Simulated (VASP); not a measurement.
# BN (P3m1) in VASP: notebook, part 2 of 2

VASP 6.6.1. Earlier steps stand in the parts before.

### 4 Single point, PBE+D3(BJ)

This run uses another cell than the first one, of 9.64 Å³/atom, 1.110 times its volume.

The input, INCAR:

```
SYSTEM = BN
ALGO = Normal
EDIFF = 1E-6
ENCUT = 520
GGA = PE
ISIF = 2
ISMEAR = 0
IVDW = 12
LASPH = .True.
LCHARG = .False.
LREAL = .False.
LWAVE = .False.
NBANDS = 21
NELM = 60
PREC = Accurate
SIGMA = 0.05
```

The input, KPOINTS:

```
k-points
0
Gamma
  10 10 3
  0 0 0
```

The input, POSCAR:

```
BN
1.0
   -1.2530569071     -2.1703582278      0.0000000000
    1.2530569071     -2.1703582278      0.0000000000
    0.0000000000      0.0000000000     10.6346513545
B N
3 3
Direct
    1.0000000000      1.0000000000      0.4648750518
    0.3333333333      0.3333333333      0.7747003272
    0.6666666667      0.6666666667      0.1550497764
    1.0000000000      1.0000000000      0.7744257400
    0.3333333333      0.3333333333      0.1547751892
    0.6666666667      0.6666666667      0.4646004646
```

Potentials or basis: VASP PAW PBE potentials, release 64 (B, N).

Launch:

```bash
$ cat potpaw_PBE.64/B/POTCAR potpaw_PBE.64/N/POTCAR > POTCAR
$ mpirun -np 1 vasp_std > vasp.out
```

OUTCAR:

```text
SYSTEM = BN
   EDIFF = 1E-6
   ENCUT = 520
   GGA = PE
   ISIF = 2
   ISMEAR = 0
   IVDW = 12
   LASPH = .True.
   LREAL = .False.
   NELM = 60
   PREC = Accurate
 IVDW          = 12

 ion  position               nearest neighbor table
   1  0.000  0.000  0.465-   6 1.45   6 1.45   6 1.45
   2  0.333  0.333  0.775-   4 1.45   4 1.45   4 1.45
   3  0.667  0.667  0.155-   5 1.45   5 1.45   5 1.45
   4  0.000  0.000  0.774-   2 1.45   2 1.45   2 1.45
   5  0.333  0.333  0.155-   3 1.45   3 1.45   3 1.45
   6  0.667  0.667  0.465-   1 1.45   1 1.45   1 1.45

  LATTYP: Found a hexagonal cell.
 ALAT       =     2.5061138141
 C/A-ratio  =     4.2434829953

  Lattice vectors:

 A1 = (  -1.2530569071,   2.1703582278,   0.0000000000)
 A2 = (  -1.2530569071,  -2.1703582278,   0.0000000000)
 A3 = (   0.0000000000,   0.0000000000,  10.6346513545)

Analysis of symmetry for initial positions (statically):
=====================================================================
[... 181 lines left out ...]

 val. band max:        1.7487007082   @ k =  -0.4000   0.3000   0.0000
 cond. band min:       6.0748756518   @ k =   0.5000   0.0000   0.0000
 fundamental gap:      4.3261749437
 Fermi energy:         1.9945844070

 k-point     1 :       0.0000    0.0000    0.0000
  band No.  band energies     occupation
      1     -16.0214      2.00000
      2     -15.8796      2.00000
      3     -15.7798      2.00000
      4      -4.1466      2.00000
      5      -3.6638      2.00000
      6      -2.5556      2.00000
[... 565 lines left out ...]
     20      14.8184      0.00000
     21      15.5032      0.00000

 [... further k-points ...]

------------------------ aborting loop because EDIFF is reached ----------------------------------------

 Edisp (eV)   -0.79003

 E8    (eV) :    -0.2307

  FORCE on cell =-STRESS in cart. coord.  units (eV):
  Direction    XX          YY          ZZ          XY          YZ          ZX
  --------------------------------------------------------------------------------------
  -------------------------------------------------------------------------------------
  Total       0.12451     0.12451    -0.27336    -0.00000    -0.00000     0.00000
  in kB       3.44861     3.44861    -7.57157    -0.00000    -0.00000     0.00000
  external pressure =       -0.22 kB  Pullay stress =        0.00 kB

 VOLUME and BASIS-vectors are now :
 -----------------------------------------------------------------------------
  energy-cutoff  :      520.00
  volume of cell :       57.84
      direct lattice vectors                 reciprocal lattice vectors
    -1.253056907 -2.170358228  0.000000000    -0.399024176 -0.230376716  0.000000000
     1.253056907 -2.170358228  0.000000000     0.399024176 -0.230376716  0.000000000
     0.000000000  0.000000000 10.634651355     0.000000000  0.000000000  0.094032232

 POSITION                                       TOTAL-FORCE (eV/Angst)
 -----------------------------------------------------------------------------------
      0.00000      0.00000      4.94378         0.000000      0.000000     -0.010937
      0.00000     -1.44691      8.23867        -0.000000     -0.000000      0.001198
      0.00000     -2.89381      1.64890        -0.000000     -0.000000     -0.035670
      0.00000      0.00000      8.23575        -0.000000      0.000000      0.061371
      0.00000     -1.44691      1.64598        -0.000000      0.000000     -0.027148
      0.00000     -2.89381      4.94086        -0.000000      0.000000      0.011185
 -----------------------------------------------------------------------------------
    total drift:                               -0.000000      0.000000     -0.000090

  FREE ENERGIE OF THE ION-ELECTRON SYSTEM (eV)
  ---------------------------------------------------
  free  energy   TOTEN  =       -53.5423717792 eV

  energy  without entropy=      -53.5423717792  energy(sigma->0) =      -53.54237178
```

OSZICAR:

```text
N       E                     dE             d eps       ncg     rms          rms(c)
DAV:   1     0.978727990519E+02    0.97873E+02   -0.12531E+04  1512   0.105E+03
DAV:   2    -0.512507206237E+02   -0.14912E+03   -0.14207E+03  1923   0.253E+02
DAV:   3    -0.580902196209E+02   -0.68395E+01   -0.68122E+01  1979   0.554E+01
DAV:   4    -0.581562495556E+02   -0.66030E-01   -0.65997E-01  2068   0.589E+00
DAV:   5    -0.581570135356E+02   -0.76398E-03   -0.76394E-03  1971   0.588E-01    0.138E+01
DAV:   6    -0.533236416926E+02    0.48334E+01   -0.13767E+01  1926   0.200E+01    0.620E+00
DAV:   7    -0.528863042560E+02    0.43734E+00   -0.82479E-01  2005   0.558E+00    0.387E+00
DAV:   8    -0.527568113783E+02    0.12949E+00   -0.47702E-01  1888   0.376E+00    0.570E-01
DAV:   9    -0.527507900695E+02    0.60213E-02   -0.30675E-02  1862   0.102E+00    0.228E-01
DAV:  10    -0.527521834290E+02   -0.13934E-02   -0.23966E-03  1810   0.360E-01    0.453E-02
DAV:  11    -0.527523498296E+02   -0.16640E-03   -0.35803E-04  2016   0.174E-01    0.317E-02
DAV:  12    -0.527523438116E+02    0.60180E-05   -0.10275E-04  2022   0.131E-01    0.898E-03
DAV:  13    -0.527523444004E+02   -0.58875E-06   -0.54936E-05  2190   0.586E-02    0.107E-02
DAV:  14    -0.527523443066E+02    0.93814E-07   -0.40811E-06  1910   0.154E-02
   1 F= -.53542372E+02 E0= -.53542372E+02  d E =-.181295E-13
```

Wall time 27 s (1 thread of Intel Xeon Platinum 8559C (Emerald Rapids), shared host); peak memory 0.19 GiB.

What came out:

```
Free energy                : -53.5424 eV
Pressure                   : 0.0 GPa
Largest force              : 0.061 eV/Å
Band gap on the k mesh     : 4.33 eV, indirect (least direct gap 4.75 eV)
Dispersion energy per atom : -0.132 eV
```

Forces in eV/Å, atoms in the order of the input:
```
B    0.000  0.000 -0.011
B    0.000  0.000  0.001
B    0.000  0.000 -0.036
N    0.000  0.000  0.061
N    0.000  0.000 -0.027
N    0.000  0.000  0.011
```

Stress tensor (GPa, compression positive):
```
 0.34  0.00  0.00
 0.00  0.34  0.00
 0.00  0.00 -0.76
```

Levels at points of the mesh, in eV from the valence-band top:
| k point | band 8 | band 9 | band 10 | band 11 | band 12 | band 13 | band 14 | band 15 | band 16 | band 17 |
| --- | --- | --- | --- | --- | --- | --- | --- | --- | --- | --- |
| (0.00, 0.00, 0.00) | -1.37 | -1.33 | -1.33 | -1.26 | -1.26 | 4.89 | 7.84 | 8.52 | 11.53 | 11.53 |
| (0.50, 0.00, 0.00) | -4.12 | -4.05 | -1.17 | -0.89 | -0.71 | 4.33 | 4.99 | 5.19 | 9.68 | 9.76 |

A k mesh can miss the band edges.

### 5 Single point, PBE+D3(BJ)

This run uses another cell than the first one, of 9.87 Å³/atom, 1.136 times its volume.

The input, INCAR:

```
SYSTEM = BN
PREC = Accurate
ENCUT = 520
EDIFF = 1E-6
ISMEAR = 0
SIGMA = 0.05
LREAL = .False.
LASPH = .True.
NELM = 60
ALGO = Normal
ISIF = 2
LWAVE = .False.
LCHARG = .True.
GGA = PE
IVDW = 12
LELF = .True.
LVHAR = .True.
NBANDS = 21
```

The input, KPOINTS:

```
regular mesh
0
Gamma
  10 10 3
  0 0 0
```

The input, POSCAR:

```
BN
1.0
   -1.2530569071     -2.1703582278      0.0000000000
    1.2530569071     -2.1703582278      0.0000000000
    0.0000000000      0.0000000000     10.8846513545
B N
3 3
Direct
    1.0000000000      1.0000000000      0.4541977449
    0.3333333333      0.3333333333      0.7569069156
    0.6666666667      0.6666666667      0.1514885742
    1.0000000000      1.0000000000      0.7566386351
    0.3333333333      0.3333333333      0.1512202938
    0.6666666667      0.6666666667      0.4539294644
```

Launch:

```bash
$ cat potpaw_PBE.64/B/POTCAR potpaw_PBE.64/N/POTCAR > POTCAR
$ mpirun -np 1 vasp_std > vasp.out
```

Wall time 30 s (1 thread of Intel Xeon Platinum 8559C (Emerald Rapids), shared host); peak memory 0.19 GiB.

It converged, with:

- Free energy: -53.5285 eV
- Pressure: 0.0 GPa
- Largest force: 0.061 eV/Å
- Band gap on the k mesh: 4.35 eV, indirect (least direct gap 4.75 eV)
- Dispersion energy per atom: -0.129 eV

Forces in eV/Å, atoms in the order of the input:
```
B    0.000  0.000 -0.012
B    0.000  0.000 -0.005
B    0.000  0.000 -0.033
N    0.000  0.000  0.061
N    0.000  0.000 -0.023
N    0.000  0.000  0.013
```

Stress tensor (GPa, compression positive):
```
 0.38  0.00  0.00
 0.00  0.38  0.00
 0.00  0.00 -0.68
```

Levels at points of the mesh, in eV from the valence-band top:
```
           k point  band 9  band 10  band 11  band 12  band 13  band 14  band 15  band 16
(0.00, 0.00, 0.00)   -1.33    -1.33    -1.25    -1.25     4.80     7.62     8.36    11.53
(0.50, 0.00, 0.00)   -4.04    -1.17    -0.90    -0.70     4.35     4.97     5.20     9.68
```

### 6 The runs side by side

| cell | gap on the mesh (eV) | pressure (GPa) | largest force (eV/Å) |
| --- | --- | --- | --- |
| a = 2.506, b = 2.506, c = 9.585 Å, angles 90.0, 90.0, 60.0°, 6 atoms | 4.06 | 0.5 | 0.13 |
| a = 2.506, b = 2.506, c = 10.385 Å, angles 90.0, 90.0, 60.0°, 6 atoms | 4.29 | -0.1 | 0.06 |
| a = 2.506, b = 2.506, c = 10.635 Å, angles 90.0, 90.0, 60.0°, 6 atoms | 4.33 | 0.0 | 0.06 |
| a = 2.506, b = 2.506, c = 10.885 Å, angles 90.0, 90.0, 60.0°, 6 atoms | 4.35 | 0.0 | 0.06 |

Alike in all rows: task single point; level PBE+D3(BJ); potentials or basis VASP PAW PBE potentials, release 64 (B, N); no spin polarisation; k mesh 10 × 10 × 3; cutoff (eV) 520; smearing gaussian 0.05 eV.

Absolute energies hang on the potentials; compare differences alone.
